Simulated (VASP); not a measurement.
# Sn2PbS3 (P1) in VASP: single point with PBE

Aim: the single point of Sn2PbS3 with PBE.

Program: VASP 6.6.1. These are calculated values, not measurements. Logs are shortened: lines on timing, memory, paths and dates and some standing lists are left out, and cuts for length are marked.

## Step 1: The cell of the first run

The typed cell holds 12 atoms: a = 4.205 Å, b = 6.342 Å, c = 12.561 Å, α = 89.96°, β = 90.02°, γ = 108.84°.

## Step 2: Single point, PBE

Contents of INCAR:

```
PREC = Accurate
ENCUT = 520
EDIFF = 1E-6
ISMEAR = 0
SIGMA = 0.1
LREAL = F
LASPH = T
NELM = 80
ALGO = Normal
ISIF = 2
LWAVE = F
LCHARG = F
GGA = PE
NBANDS = 72
```

Contents of KPOINTS:

```
Automatic mesh
0
Gamma
  4 4 1
```

Contents of POSCAR:

```
Sn2PbS3
1.0
   -4.2053541891     -0.0185120471     -0.0002882716
    2.0746475771     -5.9933708029      0.0024069194
    0.0025855041     -0.0042189842     12.5607653789
Sn Pb S
4 2 6
Direct
    0.4019860562      0.7353127256      0.5827087659
    0.4022002084      0.7350255936      0.9168444841
    0.6747759808      0.2646611500      0.4171512543
    0.6752447798      0.2646123628      0.0830292325
    0.3880840242      0.7434616738      0.2498710639
    0.6525874993      0.2567554518      0.7500414768
    0.1074163016      0.2883109721      0.2501813068
    0.1249748841      0.3033029253      0.5796262050
    0.1248235139      0.3031402318      0.9204957748
    0.8169669540      0.6967707094      0.4204926634
    0.8143135040      0.7119817562      0.7499863711
    0.8166262937      0.6966644477      0.0795714014
```

Potentials or basis: VASP PAW PBE potentials, release 64 (Sn_d, Pb_d, S).

Started as:

```console
cat potpaw_PBE.64/Sn_d/POTCAR potpaw_PBE.64/Pb_d/POTCAR potpaw_PBE.64/S/POTCAR > POTCAR
mpirun -np 1 vasp_std > vasp.out
```

OUTCAR:

```text
PREC = Accurate
   ENCUT = 520
   EDIFF = 1E-6
   ISMEAR = 0
   LREAL = F
   LASPH = T
   NELM = 80
   ISIF = 2
   GGA = PE

 ion  position               nearest neighbor table
   1  0.402  0.735  0.583-   8 2.61  10 2.75  11 2.76  10 3.14  11 3.21   6 3.77
   2  0.402  0.735  0.917-   9 2.61  12 2.75  11 2.75  12 3.15  11 3.21   6 3.77
   3  0.675  0.265  0.417-  10 2.61   8 2.74   7 2.75   8 3.15   7 3.22   5 3.77
   4  0.675  0.265  0.083-  12 2.61   9 2.74   7 2.75   9 3.15   7 3.22   5 3.77
   5  0.388  0.743  0.250-   7 2.74  12 2.87  10 2.88  12 3.16  10 3.16   4 3.77   3 3.77
   6  0.653  0.257  0.750-  11 2.74   9 2.87   8 2.87   8 3.16   9 3.17   2 3.77   1 3.77
   7  0.107  0.288  0.250-   5 2.74   4 2.75   3 2.75   3 3.22   4 3.22
   8  0.125  0.303  0.580-   1 2.61   3 2.74   6 2.87   3 3.15   6 3.16
   9  0.125  0.303  0.920-   2 2.61   4 2.74   6 2.87   4 3.15   6 3.17
  10  0.817  0.697  0.420-   3 2.61   1 2.75   5 2.88   1 3.14   5 3.16
  11  0.814  0.712  0.750-   6 2.74   2 2.75   1 2.76   2 3.21   1 3.21
  12  0.817  0.697  0.080-   4 2.61   2 2.75   5 2.87   2 3.15   5 3.16

  LATTYP: Found a triclinic cell.
 ALAT       =     6.3422915373
 B/A-ratio  =     0.6630718439
 C/A-ratio  =     1.9804776049
 COS(alpha) =     0.0002729072
 COS(beta)  =     0.0007642431
 COS(gamma) =     0.3229503013

  Lattice vectors:

 A1 = (   2.0746475771,  -5.9933708029,   0.0024069194)
 A2 = (   4.2053541891,   0.0185120471,   0.0002882716)
 A3 = (   0.0025855041,  -0.0042189842,  12.5607653789)

Analysis of symmetry for initial positions (statically):
=====================================================================
 Subroutine PRICEL returns:
 Original cell was already a primitive cell.

 Routine SETGRP: Setting up the symmetry group for a
 triclinic supercell.

 Subroutine GETGRP returns: Found  1 space group operations
 (whereof  1 operations were pure point group operations)
 out of a pool of  2 trial point group operations.

The static configuration has the point symmetry C_1 .

Analysis of symmetry for dynamics (positions and initial velocities):
=====================================================================
 Subroutine PRICEL returns:
 Original cell was already a primitive cell.

 Routine SETGRP: Setting up the symmetry group for a
 triclinic supercell.

 Subroutine GETGRP returns: Found  1 space group operations
 (whereof  1 operations were pure point group operations)
 out of a pool of  2 trial point group operations.

The dynamic configuration has the point symmetry C_1 .

 Subroutine INISYM returns: Found  1 space group operations
 (whereof  1 operations are pure point group operations),
 and found     1 'primitive' translations

----------------------------------------------------------------------------------------

                                     Primitive cell

  volume of cell :     317.0670

  direct lattice vectors                    reciprocal lattice vectors
    -4.205354189 -0.018512047 -0.000288272    -0.237430307 -0.082188167  0.000021267
     2.074647577 -5.993370803  0.002406919     0.000733368 -0.166597177 -0.000056109
     0.002585504 -0.004218984 12.560765379    -0.000005590  0.000030037  0.079612994

  length of vectors
     4.205394944  6.342291537 12.560766354     0.251252952  0.166598800  0.079613000

  position of ions in fractional coordinates (direct lattice)
     0.401986056  0.735312726  0.582708766
     0.402200208  0.735025594  0.916844484
     0.674775981  0.264661150  0.417151254
     0.675244780  0.264612363  0.083029233
     0.388084024  0.743461674  0.249871064
     0.652587499  0.256755452  0.750041477
     0.107416302  0.288310972  0.250181307
     0.124974884  0.303302925  0.579626205
     0.124823514  0.303140232  0.920495775
     0.816966954  0.696770709  0.420492663
     0.814313504  0.711981756  0.749986371
     0.816626294  0.696664448  0.079571401

  ion indices of the primitive-cell ions
   primitive index   ion index
                 1           1
                 2           2
                 3           3
                 4           4
                 5           5
                 6           6
                 7           7
                 8           8
                 9           9
                10          10
                11          11
                12          12

----------------------------------------------------------------------------------------

 KPOINTS: Automatic mesh

Automatic generation of k-mesh.
 Grid dimensions read from file:
 generate k-points for:    4    4    1

 Generating k-lattice:

  Cartesian coordinates                     Fractional coordinates (reciprocal lattice)
    -0.059357577 -0.020547042  0.000005317     0.250000000 -0.000000000  0.000000000
     0.000183342 -0.041649294 -0.000014027     0.000000000  0.250000000  0.000000000
    -0.000005590  0.000030037  0.079612994     0.000000000 -0.000000000  1.000000000

  Length of vectors
     0.062813238  0.041649700  0.079613000

  Shift w.r.t. Gamma in fractional coordinates (k-lattice)
     0.000000000  0.000000000  0.000000000

 Subroutine IBZKPT returns following result:
 ===========================================

 Found     10 irreducible k-points:

 Following reciprocal coordinates:
            Coordinates               Weight
  0.000000  0.000000  0.000000      1.000000
  0.250000 -0.000000 -0.000000      2.000000
  0.500000 -0.000000 -0.000000      1.000000
  0.000000  0.250000  0.000000      2.000000
  0.250000  0.250000 -0.000000      2.000000
  0.500000  0.250000 -0.000000      2.000000
 -0.250000  0.250000  0.000000      2.000000
  0.000000  0.500000  0.000000      1.000000
  0.250000  0.500000  0.000000      2.000000
  0.500000  0.500000 -0.000000      1.000000
   k-points           NKPTS =     10   k-points in BZ     NKDIM =     10   number of bands    NBANDS=     72
   number of dos      NEDOS =    301   number of ions     NIONS =     12
   total plane-waves  NPLWV = 147456
   dimension x,y,z NGX =    32 NGY =   48 NGZ =   96
   dimension x,y,z NGXF=    64 NGYF=   96 NGZF=  192
   ions per type =               4   2   6
   NGX,Y,Z   is equivalent  to a cutoff of  12.65, 12.58, 12.71 a.u.
   NGXF,Y,Z  is equivalent  to a cutoff of  25.30, 25.16, 25.41 a.u.
 SYSTEM =  unknown system
   PREC   = accura    normal or accurate (medium, high low for compatibility)
   ISTART =      0    job   : 0-new  1-cont  2-samecut
   ICHARG =      2    charge: 1-file 2-atom 10-const
   ISPIN  =      1    spin polarized calculation?
   LNONCOLLINEAR =      F non collinear calculations
   LSORBIT =      F    spin-orbit coupling
   LASPH  =      T    aspherical Exc in radial PAW
   ENCUT  =  520.0 eV  38.22 Ry    6.18 a.u.   7.82 11.79 23.35*2*pi/ulx,y,z
   NELM   =     80;   NELMIN=  2; NELMDL= -5     # of ELM steps
   EDIFF  = 0.1E-05   stopping-criterion for ELM
   LREAL  =      F    real-space projection
   EDIFFG = 0.1E-04   stopping-criterion for IOM
   NSW    =      0    number of steps for IOM
   IBRION =     -1    ionic relax: 0-MD 1-quasi-New 2-CG
   NFREE  =      0    steps in history (QN), initial steepest desc. (CG)
   ISIF   =      2    stress and relaxation
   ISYM   =      2    0-nonsym 1-usesym 2-fastsym
   POTIM  = 0.5000    time-step for ionic-motion
   TEBEG  =    0.0;   TEEND  =   0.0 temperature during run
   PSTRESS=    0.0 pullay stress
   NELECT =     120.0000    total number of electrons
   NUPDOWN=      -1.0000    fix difference up-down
   EMIN   =  10.00;   EMAX   =-10.00  energy-range for DOS
   EFERMI =   0.00;   METHOD = LEGACY
   ISMEAR =     0;   SIGMA  =   0.10  broadening in eV -4-tet -1-fermi 0-gaus
   EFERMI_NEDOS =   21; number of points for ismear=-14 and -15
   IALGO  =     38    algorithm
   IMIX   =      4    mixing-type and parameters
     AMIX     =   0.40;   BMIX     =  1.00
     AMIX_MAG =   1.60;   BMIX_MAG =  1.00
  volume/ion in A,a.u.               =      26.42       178.31
  Fermi-wavevector in a.u.,A,eV,Ry     =   1.184181  2.237778 19.079254  1.402286
  Thomas-Fermi vector in A             =   2.320401
   LORBIT       =      0    0 simple, 1 ext, 2 COOP (PROOUT), +10 PAW based schemes
   GGA     = PE    functional components
   LHFCALC =     F    Hartree Fock is set to
   AEXX    =    0.0000 exact exchange contribution
   IVDW    =     0    specifies the selected vdW correction
   LEPSILON=     F    determine dielectric tensor
   LRPA    =     F    only Hartree local field effects (RPA)
 non-spin polarized calculation
 Gauss-broadening in eV      SIGMA  =   0.10
  energy-cutoff  :      520.00
  volume of cell :      317.07
 maximum number of plane-waves:      8552
   NGX = 15   NGY = 23   NGZ = 47

 number of electron     119.9999982 magnetization

 Free energy of the ion-electron system (eV)
  ---------------------------------------------------
  ext. energy  EPLUGINS =         0.00000000
  ---------------------------------------------------
  free energy    TOTEN  =       -52.78381164 eV

  energy without entropy =      -52.78381152  energy(sigma->0) =      -52.78381158

 E-fermi :   5.6219     XC(G=0):  -9.4751

 val. band max:        5.2902977909   @ k =   0.0000   0.5000   0.0000
 cond. band min:       5.9534641560   @ k =   0.0000   0.5000   0.0000
 fundamental gap:      0.6631663651
 Fermi energy:         5.6218817588

 k-point     1 :       0.0000    0.0000    0.0000
  band No.  band energies     occupation
      1     -15.8974      2.00000
      2     -15.8961      2.00000
      3     -15.8936      2.00000
      4     -15.8932      2.00000
      5     -15.8907      2.00000
      6     -15.8887      2.00000
[... 64 lines left out ...]
     71       9.7139      0.00000
     72       9.8135      0.00000
[... 673 lines left out ...]
     71       9.3143      0.00000
     72       9.4715      0.00000

------------------------ aborting loop because EDIFF is reached ----------------------------------------

  FORCE on cell =-STRESS in cart. coord.  units (eV):
  Direction    XX          YY          ZZ          XY          YZ          ZX
  --------------------------------------------------------------------------------------
  -------------------------------------------------------------------------------------
  Total        0.0017061     -0.1112128     -0.0314136     -0.0181889      0.0089246     -0.0035396
  in kB        0.0086211     -0.5619714     -0.1587366     -0.0919106      0.0450969     -0.0178860
  external PRESSURE =      -0.2373623 kB  Pullay stress =       0.0000000 kB

 VOLUME and BASIS-vectors are now :
 -----------------------------------------------------------------------------
  energy-cutoff  :      520.00
  volume of cell :      317.07
      direct lattice vectors                 reciprocal lattice vectors
    -4.205354189 -0.018512047 -0.000288272    -0.237430307 -0.082188167  0.000021267
     2.074647577 -5.993370803  0.002406919     0.000733368 -0.166597177 -0.000056109
     0.002585504 -0.004218984 12.560765379    -0.000005590  0.000030037  0.079612994

 POSITION                                       TOTAL-FORCE (eV/Angst)
 -----------------------------------------------------------------------------------
     -0.16347     -4.41690      7.32092         0.005178     -0.003318      0.012484
     -0.16410     -4.41659     11.51792         0.008583     -0.007857     -0.006510
     -2.28751     -1.60046      5.24018         0.009927      0.004372     -0.010213
     -2.29045     -1.59877      1.04335         0.012424      0.002269      0.008706
     -0.08896     -4.46408      3.14025         0.007404      0.016674     -0.000810
     -2.20975     -1.55408      9.42152         0.006641     -0.016051     -0.002074
      0.14707     -1.73100      3.14313        -0.013266     -0.014252     -0.000690
      0.10518     -1.82257      7.28124        -0.005013      0.003063      0.015106
      0.10636     -1.82303     11.56283        -0.007639      0.004224     -0.011433
     -1.98899     -4.19290      5.28315        -0.005632     -0.002497     -0.015093
     -1.94543     -4.28541      9.42188        -0.008811      0.014694     -0.001712
     -1.98866     -4.19082      1.00092        -0.009795     -0.001321      0.012239
 -----------------------------------------------------------------------------------
    total drift:                                0.000441      0.000417     -0.000147

  FREE ENERGIE OF THE ION-ELECTRON SYSTEM (eV)
  ---------------------------------------------------
  free  energy   TOTEN  =       -52.7838116410 eV

  energy  without entropy=      -52.7838115226  energy(sigma->0) =      -52.78381158
```

It took 2.8 min on 1 thread of Intel Xeon Platinum 8488C (Sapphire Rapids), shared host; peak memory 0.46 GiB.

What came out:

| Item | Value |
| --- | --- |
| Free energy | -52.7838 eV |
| Pressure | 0.0 GPa |
| Largest force | 0.019 eV/Å |
| Band gap on the k mesh | 0.66 eV |

Forces in eV/Å, atoms in the order of the input:
```
Sn   0.005 -0.003  0.012
Sn   0.009 -0.008 -0.007
Sn   0.010  0.004 -0.010
Sn   0.012  0.002  0.009
Pb   0.007  0.017 -0.001
Pb   0.007 -0.016 -0.002
S   -0.013 -0.014 -0.001
S   -0.005  0.003  0.015
S   -0.008  0.004 -0.011
S   -0.006 -0.002 -0.015
S   -0.009  0.015 -0.002
S   -0.010 -0.001  0.012
```

Caveat: the k points lie up to 0.50 Å⁻¹ apart; spin-orbit coupling is left out, which moves the levels of the heavy elements; an odd mesh through Γ misses points on the zone boundary, where band edges can lie.
